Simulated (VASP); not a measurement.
Here is a VASP 6.6.1 calculation.

INCAR

```
  PREC = Accurate
  ENCUT = 600
  EDIFF = 1E-6
  ISMEAR = -1
  SIGMA = 0.02
  LREAL = F
  LASPH = T
  NELM = 60
  ALGO = Normal
  ISIF = 3
  LWAVE = F
  LCHARG = F
  IBRION = 2
  NSW = 80
  EDIFFG = -0.01
```

Contents of KPOINTS:

```
Automatic mesh
0
Gamma
  8 8 8
```

File POSCAR:

```
MgS
1.0
    0.0000000000      2.6016500000      2.6016500000
    2.6016500000      0.0000000000      2.6016500000
    2.6016500000      2.6016500000      0.0000000000
Mg S
1 1
Direct
    0.0000000000      0.0000000000      0.0000000000
    0.5000000000      0.5000000000      0.5000000000
```

Potentials or basis: VASP PAW LDA potentials, release 64 (Mg, S).

Run with:

```bash
$ cat potpaw_LDA.64/Mg/POTCAR potpaw_LDA.64/S/POTCAR > POTCAR
$ mpirun -np 1 vasp_std > vasp.out
```

**Question.** Predict the relaxed cell.

**Answer.** a = 3.619 Å, b = 3.619 Å, c = 3.619 Å, α = 60.00°, β = 60.00°, γ = 60.00°.

**Question.** What does it give for the space group after relaxing (to 0.05 Å)?

**Answer.** Fm-3m (No. 225).

The path:
```
step  energy change (eV)  largest force (eV/Å)  pressure (GPa)  volume (Å³)
   1              0.0000                0.0000           -3.83        35.22
   2             -0.0200                0.0000            1.05        33.12
   3             -0.0212                0.0000           -0.01        33.51
```

LDA usually gives volumes a few per cent too small. Zero-point motion and thermal expansion aren't in these numbers.
